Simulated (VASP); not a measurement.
Input of a VASP 6.6.1 run:

Contents of INCAR:

```
SYSTEM = ZnSe
  PREC = Accurate
  ENCUT = 600
  EDIFF = 1E-6
  ISMEAR = -1
  SIGMA = 0.08
  LREAL = .False.
  LASPH = .True.
  NELM = 100
  ALGO = Normal
  ISIF = 3
  LWAVE = .False.
  LCHARG = .False.
  GGA = PE
  IBRION = 2
  NSW = 60
  EDIFFG = -0.005
```

Contents of KPOINTS:

```
Automatic mesh
0
Gamma
  14 14 14
  0 0 0
```

Contents of POSCAR:

```
ZnSe
1.0
    0.0000000000      2.4940015978      2.4940015978
    2.4940015978      0.0000000000      2.4940015978
    2.4940015978      2.4940015978      0.0000000000
Zn Se
1 1
Direct
    0.0000000000      0.0000000000      0.0000000000
    0.5000000000      0.5000000000      0.5000000000
```

Potentials or basis: VASP PAW PBE potentials, release 64 (Zn, Se).

The run is started by

```console
$ cat potpaw_PBE.64/Zn/POTCAR potpaw_PBE.64/Se/POTCAR > POTCAR
$ mpirun -np 1 vasp_std > vasp.out
```

Q: Predict the band gap on the k mesh.

A: Zero (band 9 reaches 3.10 eV, above the bottom of band 10 at 2.06 eV).

Q: What does it give for the space group after relaxing (to 0.05 Å)?

A: Fm-3m (No. 225).

Q: What does it give for the relaxed cell?

A: a = 3.799 Å, b = 3.799 Å, c = 3.799 Å, α = 60.00°, β = 60.00°, γ = 60.00°.

Step by step:
```csv
step,energy change (eV),largest force (eV/Å),pressure (GPa),volume (Å³)
1,0.0000,0.0000,26.27,31.03
2,-0.3993,0.0000,-6.52,43.90
3,-0.5163,0.0000,0.13,38.72
4,-0.5163,0.0000,-0.13,38.88
5,-0.5163,0.0000,-0.05,38.80
6,-0.5163,0.0000,0.04,38.77
```

Caveat: the volume moved by over 15 % at a fixed basis, so the end points are rough.
